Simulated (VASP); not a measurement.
# Li3ZrO (P-3m1) in VASP: a series of runs

Li3ZrO is run at these levels: PBE; tasks: single point.

All numbers are computed with VASP 6.6.1; they aren't measurements. Logs are shortened: lines on timing, memory, paths and dates and some standing lists are left out, and cuts for length are marked.

**1. The cell of the first run**

The structure is trigonal, space group P-3m1 (No. 164). The conventional cell has a = 3.137 Å, b = 3.137 Å, c = 19.533 Å, α = 90.00°, β = 90.00°, γ = 120.00°. Within 2.7 Å of Li (site symmetry 3m) lie 3 O at 2.05 Å. Within 3.9 Å of Li (site symmetry 3m) lie 12 Li at 2.93 to 3.27 Å. Within 3.8 Å of Li (site symmetry 3m) lie 12 Li at 2.92 to 3.14 Å. Zr (site symmetry 3m) has 3 O at 2.29 Å and 3 Li at 2.96 Å within 3.0 Å. O (site symmetry 3m) has 3 Li at 2.05 Å and 3 Zr at 2.29 Å within 2.7 Å.

**2. Single point, PBE (volume scaled by 0.94, then relaxed in part)**

INCAR

```
SYSTEM = Li3ZrO
PREC = Accurate
ENCUT = 520
EDIFF = 1E-6
ISMEAR = 0
SIGMA = 0.1
LREAL = .FALSE.
LASPH = .TRUE.
NELM = 100
ALGO = Normal
ISIF = 2
LWAVE = .FALSE.
LCHARG = .FALSE.
GGA = PE
NBANDS = 38
```

KPOINTS

```
regular mesh
0
G
  12 12 2
  0 0 0
```

POSCAR

```
Li3ZrO
1.0
    3.1370348908      0.0000000000      0.0000000000
   -1.5685174454      2.7167519080      0.0000000000
    0.0000000000      0.0000000000     19.5325910925
Li Zr O
6 2 2
Direct
    0.6666666667      0.3333333333      0.1844079364
    0.3333333333      0.6666666667      0.3234920147
    0.6666666667      0.3333333333      0.4412704731
    0.3333333333      0.6666666667      0.8155920636
    0.6666666667      0.3333333333      0.6765079853
    0.3333333333      0.6666666667      0.5587295269
    0.3333333333      0.6666666667      0.0643309276
    0.6666666667      0.3333333333      0.9356690724
    0.0000000000      0.0000000000      0.1357443070
    0.0000000000      0.0000000000      0.8642556930
```

Potentials or basis: VASP PAW PBE potentials, release 64 (Li_sv, Zr_sv, O).

The run is started by

```sh
$ cat potpaw_PBE.64/Li_sv/POTCAR potpaw_PBE.64/Zr_sv/POTCAR potpaw_PBE.64/O/POTCAR > POTCAR
$ mpirun -np 1 vasp_std > vasp.out
```

OUTCAR:

```text
SYSTEM = Li3ZrO
   PREC = Accurate
   ENCUT = 520
   EDIFF = 1E-6
   ISMEAR = 0
   LREAL = .FALSE.
   LASPH = .TRUE.
   NELM = 100
   ISIF = 2
   GGA = PE

 ion  position               nearest neighbor table
   1  0.667  0.333  0.184-   9 2.05   9 2.05   9 2.05   7 2.96   7 2.96   7 2.96
   2  0.333  0.667  0.323-
   3  0.667  0.333  0.441-
   4  0.333  0.667  0.816-  10 2.05  10 2.05  10 2.05   8 2.96   8 2.96   8 2.96
   5  0.667  0.333  0.677-
   6  0.333  0.667  0.559-
   7  0.333  0.667  0.064-   9 2.29   9 2.29   9 2.29   1 2.96   1 2.96   1 2.96   8 3.10   8 3.10
                             8 3.10
   8  0.667  0.333  0.936-  10 2.29  10 2.29  10 2.29   4 2.96   4 2.96   4 2.96   7 3.10   7 3.10
                             7 3.10
   9  0.000  0.000  0.136-   1 2.05   1 2.05   1 2.05   7 2.29   7 2.29   7 2.29
  10  0.000  0.000  0.864-   4 2.05   4 2.05   4 2.05   8 2.29   8 2.29   8 2.29

  LATTYP: Found a hexagonal cell.
 ALAT       =     3.1370348908
 C/A-ratio  =     6.2264500627

  Lattice vectors:

 A1 = (   3.1370348908,   0.0000000000,   0.0000000000)
 A2 = (  -1.5685174454,   2.7167519080,   0.0000000000)
 A3 = (   0.0000000000,   0.0000000000,  19.5325910925)

Analysis of symmetry for initial positions (statically):
=====================================================================
 Subroutine PRICEL returns:
 Original cell was already a primitive cell.

 Routine SETGRP: Setting up the symmetry group for a
 hexagonal supercell.

 Subroutine GETGRP returns: Found 12 space group operations
 (whereof 12 operations were pure point group operations)
 out of a pool of 24 trial point group operations.

The static configuration has the point symmetry D_3d.

Analysis of symmetry for dynamics (positions and initial velocities):
=====================================================================
 Subroutine PRICEL returns:
 Original cell was already a primitive cell.

 Routine SETGRP: Setting up the symmetry group for a
 hexagonal supercell.

 Subroutine GETGRP returns: Found 12 space group operations
 (whereof 12 operations were pure point group operations)
 out of a pool of 24 trial point group operations.

The dynamic configuration has the point symmetry D_3d.

 Subroutine INISYM returns: Found 12 space group operations
 (whereof 12 operations are pure point group operations),
 and found     1 'primitive' translations

----------------------------------------------------------------------------------------

                                     Primitive cell

  volume of cell :     166.4674

  direct lattice vectors                    reciprocal lattice vectors
     3.137034891  0.000000000  0.000000000     0.318772355  0.184043305  0.000000000
    -1.568517445  2.716751908  0.000000000     0.000000000  0.368086610  0.000000000
     0.000000000  0.000000000 19.532591092     0.000000000  0.000000000  0.051196485

  length of vectors
     3.137034891  3.137034891 19.532591092     0.368086610  0.368086610  0.051196485

  position of ions in fractional coordinates (direct lattice)
     0.666666667  0.333333333  0.184407936
     0.333333333  0.666666667  0.323492015
     0.666666667  0.333333333  0.441270473
     0.333333333  0.666666667  0.815592064
     0.666666667  0.333333333  0.676507985
     0.333333333  0.666666667  0.558729527
     0.333333333  0.666666667  0.064330928
     0.666666667  0.333333333  0.935669072
     0.000000000  0.000000000  0.135744307
     0.000000000  0.000000000  0.864255693

  ion indices of the primitive-cell ions
   primitive index   ion index
                 1           1
                 2           2
                 3           3
                 4           4
                 5           5
                 6           6
                 7           7
                 8           8
                 9           9
                10          10

----------------------------------------------------------------------------------------

 KPOINTS: regular mesh

Automatic generation of k-mesh.
 Grid dimensions read from file:
 generate k-points for:   12   12    2

 Generating k-lattice:

  Cartesian coordinates                     Fractional coordinates (reciprocal lattice)
     0.026564363  0.015336942  0.000000000     0.083333333  0.000000000  0.000000000
     0.000000000  0.030673884  0.000000000     0.000000000  0.083333333  0.000000000
     0.000000000  0.000000000  0.025598242     0.000000000  0.000000000  0.500000000

  Length of vectors
     0.030673884  0.030673884  0.025598242

  Shift w.r.t. Gamma in fractional coordinates (k-lattice)
     0.000000000  0.000000000  0.000000000

 Subroutine IBZKPT returns following result:
 ===========================================

 Found     38 irreducible k-points:

 Following reciprocal coordinates:
            Coordinates               Weight
  0.000000  0.000000  0.000000      1.000000
  0.083333  0.000000  0.000000      6.000000
[... 55 lines left out ...]
   LEPSILON=     F    determine dielectric tensor
   LRPA    =     F    only Hartree local field effects (RPA)
 non-spin polarized calculation
 Gauss-broadening in eV      SIGMA  =   0.10
  energy-cutoff  :      520.00
  volume of cell :      166.47
 maximum number of plane-waves:      4514
 NGX is ok and might be reduce to    24
   NGX = 11   NGY = 11   NGZ = 73

 number of electron      53.9999989 magnetization

 Free energy of the ion-electron system (eV)
  ---------------------------------------------------
  ext. energy  EPLUGINS =         0.00000000
  ---------------------------------------------------
  free energy    TOTEN  =       -48.78332668 eV

  energy without entropy =      -48.76901861  energy(sigma->0) =      -48.77617265

 E-fermi :   3.6387     XC(G=0):  -8.6179

 val. band max:        3.5974102559   @ k =   0.2500   0.2500   0.5000
 cond. band min:       3.6565584588   @ k =   0.3333   0.1667   0.5000
 fundamental gap:      0.0591482029
 Fermi energy:         3.6387359101

 k-point     1 :       0.0000    0.0000    0.0000
  band No.  band energies     occupation
      1     -45.0321      2.00000
      2     -44.9317      2.00000
      3     -43.0353      2.00000
      4     -43.0352      2.00000
      5     -42.8722      2.00000
      6     -42.8571      2.00000
[... 30 lines left out ...]
     37       7.1411      0.00000
     38       8.2588      0.00000

 k-point     2 :       0.0833    0.0000    0.0000
  band No.  band energies     occupation
      1     -45.0222      2.00000
      2     -44.9248      2.00000
      3     -43.0346      2.00000
      4     -43.0346      2.00000
      5     -42.8714      2.00000
      6     -42.8568      2.00000
[... 30 lines left out ...]
     37       7.5710      0.00000
     38       7.9698      0.00000

 k-point     3 :       0.1667    0.0000    0.0000
  band No.  band energies     occupation
      1     -44.9948      2.00000
      2     -44.9060      2.00000
      3     -43.0329      2.00000
      4     -43.0329      2.00000
      5     -42.8691      2.00000
      6     -42.8558      2.00000
[... 30 lines left out ...]
     37       7.6850      0.00000
     38       8.0642      0.00000

 k-point     4 :       0.2500    0.0000    0.0000
  band No.  band energies     occupation
      1     -44.9563      2.00000
      2     -44.8812      2.00000
      3     -43.0306      2.00000
      4     -43.0306      2.00000
      5     -42.8659      2.00000
      6     -42.8547      2.00000
[... 30 lines left out ...]
     37       7.6699      0.00000
     38       8.3393      0.00000
[... 703 lines left out ...]
      4     -43.0329      2.00000
      5     -42.8691      2.00000
      6     -42.8558      2.00000
[... 30 lines left out ...]
     37       7.5186      0.00000
     38       8.2930      0.00000

 k-point    23 :       0.2500    0.0000    0.5000
  band No.  band energies     occupation
      1     -44.9563      2.00000
      2     -44.8812      2.00000
      3     -43.0306      2.00000
      4     -43.0306      2.00000
      5     -42.8659      2.00000
      6     -42.8547      2.00000
[... 30 lines left out ...]
     37       7.6610      0.00000
     38       8.3622      0.00000

 k-point    24 :       0.3333    0.0000    0.5000
  band No.  band energies     occupation
      1     -44.9159      2.00000
      2     -44.8577      2.00000
      3     -43.0284      2.00000
      4     -43.0284      2.00000
      5     -42.8625      2.00000
      6     -42.8538      2.00000
[... 30 lines left out ...]
     37       8.0853      0.00000
     38       8.1838      0.00000

 [... further k-points ...]
[... 5 lines left out ...]
  --------------------------------------------------------------------------------------
  -------------------------------------------------------------------------------------
  Total        1.9110281      1.9110281      1.8533534      0.0000000      0.0000000      0.0000000
  in kB       18.3928262     18.3928262     17.8377318      0.0000000      0.0000000      0.0000000
  external PRESSURE =      18.2077947 kB  Pullay stress =       0.0000000 kB

 VOLUME and BASIS-vectors are now :
 -----------------------------------------------------------------------------
  energy-cutoff  :      520.00
  volume of cell :      166.47
      direct lattice vectors                 reciprocal lattice vectors
     3.137034891  0.000000000  0.000000000     0.318772355  0.184043305  0.000000000
    -1.568517445  2.716751908  0.000000000     0.000000000  0.368086610  0.000000000
     0.000000000  0.000000000 19.532591092     0.000000000  0.000000000  0.051196485

 POSITION                                       TOTAL-FORCE (eV/Angst)
 -----------------------------------------------------------------------------------
      1.56852      0.90558      3.60196         0.000000     -0.000000      0.010001
     -0.00000      1.81117      6.31864        -0.000000      0.000000     -0.003165
      1.56852      0.90558      8.61916         0.000000      0.000000      0.003222
     -0.00000      1.81117     15.93063        -0.000000     -0.000000     -0.010001
      1.56852      0.90558     13.21395         0.000000     -0.000000      0.003165
     -0.00000      1.81117     10.91344        -0.000000      0.000000     -0.003222
     -0.00000      1.81117      1.25655         0.000000     -0.000000     -0.028020
      1.56852      0.90558     18.27604        -0.000000      0.000000      0.028020
      0.00000      0.00000      2.65144         0.000000      0.000000      0.021464
      0.00000      0.00000     16.88115        -0.000000     -0.000000     -0.021464
 -----------------------------------------------------------------------------------
    total drift:                                0.000000      0.000000      0.000000

  FREE ENERGIE OF THE ION-ELECTRON SYSTEM (eV)
  ---------------------------------------------------
  free  energy   TOTEN  =       -48.7833266764 eV

  energy  without entropy=      -48.7690186140  energy(sigma->0) =      -48.77617265
```

Run time: 4.5 min. Hardware: 1 thread of Intel Xeon Platinum 8488C (Sapphire Rapids), shared host; peak memory 0.4 GiB.

Results:

| Quantity | Value |
| --- | --- |
| Free energy | -48.7833 eV |
| Largest force | 0.028 eV/Å |
| Band gap on the k mesh | zero (band 27 reaches 5.52 eV, above the bottom of band 28 at 2.91 eV) |

Forces on the atoms (eV/Å):
```
Li   0.000  0.000  0.010
Li   0.000  0.000 -0.003
Li   0.000  0.000  0.003
Li   0.000  0.000 -0.010
Li   0.000  0.000  0.003
Li   0.000  0.000 -0.003
Zr   0.000  0.000 -0.028
Zr   0.000  0.000  0.028
O    0.000  0.000  0.021
O    0.000  0.000 -0.021
```

Caveat: the cell differs from its parent crystal (volume scaled by 0.94, then relaxed in part); the cutoff is under 1.25 times the usual one of these potentials, so pressure, stress and relaxed cells hold a basis-set (Pulay) error.

**3. Single point, PBE**

This run uses another cell than the first one, of 17.71 Å³/atom, 1.064 times its volume.

INCAR

```
PREC = Accurate
ENCUT = 520
EDIFF = 1E-6
ISMEAR = 0
SIGMA = 0.1
LREAL = False
LASPH = True
NELM = 80
ALGO = Normal
ISIF = 2
LWAVE = False
LCHARG = False
GGA = PE
NBANDS = 38
```

KPOINTS

```
Automatic mesh
0
Gamma
  12 12 2
```

POSCAR

```
Li3ZrO
1.0
    3.1701251394      0.0000000000      0.0000000000
   -1.5850625697      2.7454089039      0.0000000000
    0.0000000000      0.0000000000     20.3478201604
Li Zr O
6 2 2
Direct
    0.6666666667      0.3333333333      0.1773361084
    0.3333333333      0.6666666667      0.3210746798
    0.6666666667      0.3333333333      0.4406506728
    0.3333333333      0.6666666667      0.8226638916
    0.6666666667      0.3333333333      0.6789253202
    0.3333333333      0.6666666667      0.5593493272
    0.3333333333      0.6666666667      0.0617560139
    0.6666666667      0.3333333333      0.9382439861
    0.0000000000      0.0000000000      0.1298533907
    0.0000000000      0.0000000000      0.8701466093
```

Potentials or basis: VASP PAW PBE potentials, release 64 (Li_sv, Zr_sv, O).

The run is started by

```sh
$ cat potpaw_PBE.64/Li_sv/POTCAR potpaw_PBE.64/Zr_sv/POTCAR potpaw_PBE.64/O/POTCAR > POTCAR
$ mpirun -np 1 vasp_std > vasp.out
```

Wall time 4.4 min (1 thread of Intel Xeon Platinum 8488C (Sapphire Rapids), shared host); peak memory 0.42 GiB.

Results (log left out):

```yaml
Free_energy: -48.8443 eV
Largest_force: 0.028 eV/Å
Band_gap_on_the_k_mesh: zero (band 27 reaches 5.23 eV, above the bottom of band 28 at 2.55 eV)
```

Forces on the atoms (eV/Å):
```
Li   0.000  0.000  0.004
Li   0.000  0.000 -0.002
Li   0.000  0.000  0.000
Li   0.000  0.000 -0.004
Li   0.000  0.000  0.002
Li   0.000  0.000  0.000
Zr   0.000  0.000 -0.028
Zr   0.000  0.000  0.028
O    0.000  0.000  0.025
O    0.000  0.000 -0.025
```

Levels at points of the mesh, in eV from the Fermi level:
```tsv
k point	band 23	band 24	band 25	band 26	band 27	band 28	band 29	band 30	band 31	band 32
(0.00, 0.00, 0.00)	-3.36	-2.84	-2.41	-1.70	-1.34	-0.31	-0.13	1.43	1.50	1.50
(0.50, 0.00, 0.00)	-1.39	-0.43	-0.26	-0.06	0.27	0.39	0.78	0.86	2.38	2.56
(0.00, 0.00, 0.50)	-3.35	-2.90	-2.16	-2.08	-0.92	-0.75	0.06	1.41	1.50	1.50
(0.50, 0.00, 0.50)	-1.39	-0.42	-0.27	-0.05	0.29	0.37	0.79	0.86	2.40	2.54
```

Caveat: the cutoff is under 1.25 times the usual one of these potentials, so pressure, stress and relaxed cells hold a basis-set (Pulay) error.

**4. Single point, PBE**

This run uses another cell than the first one, of 17.72 Å³/atom, 1.064 times its volume.

INCAR

```
ALGO = Normal
EDIFF = 1E-7
ENCUT = 520
GGA = PE
ISIF = 2
ISMEAR = 0
LASPH = True
LCHARG = False
LREAL = False
LWAVE = False
NBANDS = 38
NELM = 100
PREC = Accurate
SIGMA = 0.1
```

KPOINTS

```
k-points
0
Gamma
  12 12 2
```

POSCAR

```
Li3ZrO
1.0
    3.1700771004      0.0000000000      0.0000000000
   -1.5850385502      2.7453673009      0.0000000000
    0.0000000000      0.0000000000     20.3561276330
Li Zr O
6 2 2
Direct
    0.6666666667      0.3333333333      0.1772658953
    0.3333333333      0.6666666667      0.3209816706
    0.6666666667      0.3333333333      0.4406302484
    0.3333333333      0.6666666667      0.8227341047
    0.6666666667      0.3333333333      0.6790183294
    0.3333333333      0.6666666667      0.5593697516
    0.3333333333      0.6666666667      0.0617315302
    0.6666666667      0.3333333333      0.9382684698
    0.0000000000      0.0000000000      0.1298104611
    0.0000000000      0.0000000000      0.8701895389
```

The run is started by

```sh
$ cat potpaw_PBE.64/Li_sv/POTCAR potpaw_PBE.64/Zr_sv/POTCAR potpaw_PBE.64/O/POTCAR > POTCAR
$ mpirun -np 1 vasp_std > vasp.out
```

Wall time 5.1 min (1 thread of Intel Xeon Platinum 8488C (Sapphire Rapids), shared host); peak memory 0.42 GiB.

Results (log left out):

```yaml
Free_energy: -48.8444 eV
Largest_force: 0.027 eV/Å
Band_gap_on_the_k_mesh: zero (band 27 reaches 5.23 eV, above the bottom of band 28 at 2.55 eV)
```

Forces in eV/Å, atoms in the order of the input:
```
Li   0.000  0.000  0.004
Li   0.000  0.000 -0.001
Li   0.000  0.000  0.000
Li   0.000  0.000 -0.004
Li   0.000  0.000  0.001
Li   0.000  0.000  0.000
Zr   0.000  0.000 -0.027
Zr   0.000  0.000  0.027
O    0.000  0.000  0.024
O    0.000  0.000 -0.024
```

Levels at points of the mesh, in eV from the Fermi level:
| k point | band 25 | band 26 | band 27 | band 28 | band 29 | band 30 |
| --- | --- | --- | --- | --- | --- | --- |
| (0.00, 0.00, 0.00) | -2.41 | -1.70 | -1.34 | -0.32 | -0.14 | 1.43 |
| (0.50, 0.00, 0.00) | -0.26 | -0.06 | 0.27 | 0.39 | 0.78 | 0.86 |
| (0.00, 0.00, 0.50) | -2.16 | -2.08 | -0.92 | -0.75 | 0.06 | 1.41 |
| (0.50, 0.00, 0.50) | -0.27 | -0.05 | 0.29 | 0.37 | 0.79 | 0.86 |

Caveat: the cutoff is under 1.25 times the usual one of these potentials, so pressure, stress and relaxed cells hold a basis-set (Pulay) error.

**5. Overview**

```csv
cell,gap on the mesh (eV),largest force (eV/Å)
"a = 3.137, b = 3.137, c = 19.533 Å, angles 90.0, 90.0, 120.0°, 10 atoms",none,0.03
"a = 3.170, b = 3.170, c = 20.348 Å, angles 90.0, 90.0, 120.0°, 10 atoms",none,0.03
"a = 3.170, b = 3.170, c = 20.356 Å, angles 90.0, 90.0, 120.0°, 10 atoms",none,0.03
```

Alike in all rows: task single point; level PBE; potentials or basis VASP PAW PBE potentials, release 64 (Li_sv, Zr_sv, O); no spin polarisation; k mesh 12 × 12 × 2; cutoff (eV) 520; smearing gaussian 0.1 eV.

Caveats: the cutoff is under 1.25 times the usual one of these potentials, so pressure, stress and relaxed cells hold a basis-set (Pulay) error.

Absolute energies hang on the potentials; compare differences alone.
